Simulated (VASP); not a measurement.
Wanted: the native input for a VASP 6.6.1 run.

```yaml
Task: single point
Functional: PBE
Dispersion: D3(BJ)
Potentials_or_basis: VASP PAW PBE potentials, release 64 (C, H)
Cutoff: 520 eV
k_mesh: 6 × 6 × 1
Occupations: gaussian, width 0.1 eV
Spin: collinear spin
Starting_moments: "[0.0, 0.0, 0.0, 0.0, 0.0, 0.0, 0.0, 0.0, 1.0] μB"
Dipole_correction: yes
Further_INCAR_settings: ALGO = Normal; EDIFF = 1e-06; NBANDS = 30
```

The structure of HC8 lies in POSCAR:

```
HC8
1.0
    4.9313048824     -0.0000000001      0.0000000000
   -2.4656524412      4.2706353020      0.0000000000
    0.0000000000      0.0000000000     17.0000331944
C H
8 1
Direct
    0.3333333333      0.1666666667      0.2352956108
    0.3333333333      0.6666666667      0.2352956108
    0.8333333333      0.1666666667      0.2352956108
    0.8333333333      0.6666666667      0.2352956108
    0.1666666667      0.3333333333      0.2352936582
    0.1666666667      0.8333333333      0.2352936582
    0.6666666667      0.3333333333      0.2352936582
    0.6666666667      0.8333333333      0.2352936582
    0.5833333333      0.1666666667      0.2694131913
```

One way to write it, as run:

INCAR

```
SYSTEM = HC8
ALGO = Normal
DIPOL = 0.5 0.5 0.239
EDIFF = 1E-6
ENCUT = 520
GGA = PE
IDIPOL = 3
ISIF = 2
ISMEAR = 0
ISPIN = 2
IVDW = 12
LASPH = .True.
LCHARG = .False.
LDIPOL = .True.
LORBIT = 11
LREAL = .False.
LWAVE = .False.
MAGMOM = 0 0 0 0 0 0 0 0 1
NBANDS = 30
NELM = 150
PREC = Accurate
SIGMA = 0.1
```

KPOINTS

```
k-points
0
Gamma
  6 6 1
  0 0 0
```

Potentials or basis: VASP PAW PBE potentials, release 64 (C, H).

The run is started by

```sh
$ cat potpaw_PBE.64/C/POTCAR potpaw_PBE.64/H/POTCAR > POTCAR
$ mpirun -np 1 vasp_std > vasp.out
```

It gave:

```
Largest force                                         : 12.760 eV/Å
Net moment                                            : 0.00 μB per cell
Valence electrons inside the program's atomic spheres : C 2.66, 2.65, 2.89 (each value once); H 0.93
Dispersion energy per atom                            : -0.079 eV
```

Run time: 5.8 min on 1 thread of Intel(R) Xeon(R) 6975P-C (Granite Rapids) (shared host), peak memory 0.71 GiB.
